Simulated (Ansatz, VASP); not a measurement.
# One calculation of Ge, two programs

The input INCAR:

```
SYSTEM = Ge
  ALGO = Fast
  EDIFF = 1E-6
  ENCUT = 520
  GGA = PS
  ISIF = 2
  ISMEAR = 0
  LASPH = .TRUE.
  LCHARG = .FALSE.
  LREAL = .FALSE.
  LWAVE = .FALSE.
  NBANDS = 66
  NELM = 60
  PREC = Accurate
  SIGMA = 0.15
```

File KPOINTS:

```
k-points
0
G
  9 9 9
  0 0 0
```

Contents of POSCAR:

```
Ge
1.0
    5.0470000000      2.9138868086      1.8355333333
   -5.0470000000      2.9138868086      1.8355333333
    0.0000000000     -5.8277736172      1.8355333333
Ge
8
Direct
    0.7160166262      0.7160166262      0.7160166262
    0.2839833738      0.2839833738      0.2839833738
    0.0302911486      0.7262027915      0.5337905696
    0.5337905696      0.0302911486      0.7262027915
    0.7262027915      0.5337905696      0.0302911486
    0.9697088514      0.2737972085      0.4662094304
    0.4662094304      0.9697088514      0.2737972085
    0.2737972085      0.4662094304      0.9697088514
```

Input for Ansatz:

```yaml
crystal:
  lattice:
    - [5.047, 2.9138868086, 1.8355333333]
    - [-5.047, 2.9138868086, 1.8355333333]
    - [0.0, -5.8277736172, 1.8355333333]
  atoms:
    - { symbol: Ge, position: [0.7160166262, 0.7160166262, 0.7160166262] }
    - { symbol: Ge, position: [0.2839833738, 0.2839833738, 0.2839833738] }
    - { symbol: Ge, position: [0.0302911486, 0.7262027915, 0.5337905696] }
    - { symbol: Ge, position: [0.5337905696, 0.0302911486, 0.7262027915] }
    - { symbol: Ge, position: [0.7262027915, 0.5337905696, 0.0302911486] }
    - { symbol: Ge, position: [0.9697088514, 0.2737972085, 0.4662094304] }
    - { symbol: Ge, position: [0.4662094304, 0.9697088514, 0.2737972085] }
    - { symbol: Ge, position: [0.2737972085, 0.4662094304, 0.9697088514] }
basis:
  ecutwfc: 420
kpoints:
  mp_grid: { grid: [9, 9, 9] }
hamiltonian:
  xc: pbesol
  pseudopotentials: { kind: paw, azcp: { folder: soft_1 } }
scf:
  occupations: { method: gaussian, width: 0.15 }
output:
  forces: true
  stress: true
  eigenvalues: true
  write_density: true
  write_potential: true
  elf: true
  volumetric_format: npy
```

Alike in both runs: task single point; functional PBEsol; k mesh 9 × 9 × 9; occupations gaussian, width 0.15 eV; no spin polarisation.

```csv
,VASP,Ansatz
version,VASP 6.6.1,Ansatz 0.2.0
potentials or method,"VASP PAW PBE potentials, release 64 (Ge_d), cutoff 520 eV","scalar-relativistic, plane waves, PAW"
valence electrons in the cell,112,112
```

VASP gave:

- gap on the k mesh at the Fermi level (eV): none
- pressure (GPa): 1.6
- traceless stress, the component that is largest in VASP (GPa): 8.08
- rms of the force components (eV/Å): 0.418

Q: What did Ansatz give for the same quantities?

A: gap on the k mesh at the Fermi level (eV): none; pressure (GPa): 1.7; traceless stress, the component that is largest in VASP (GPa): 8.08; rms of the force components (eV/Å): 0.420.

VASP's potentials were made for PBE, not for PBEsol, and Ansatz warns of the same on its side. Atom by atom the forces differ by 0.002 eV/Å (rms over components). A gap of «none» marks a metal or a gap that the smearing closes.
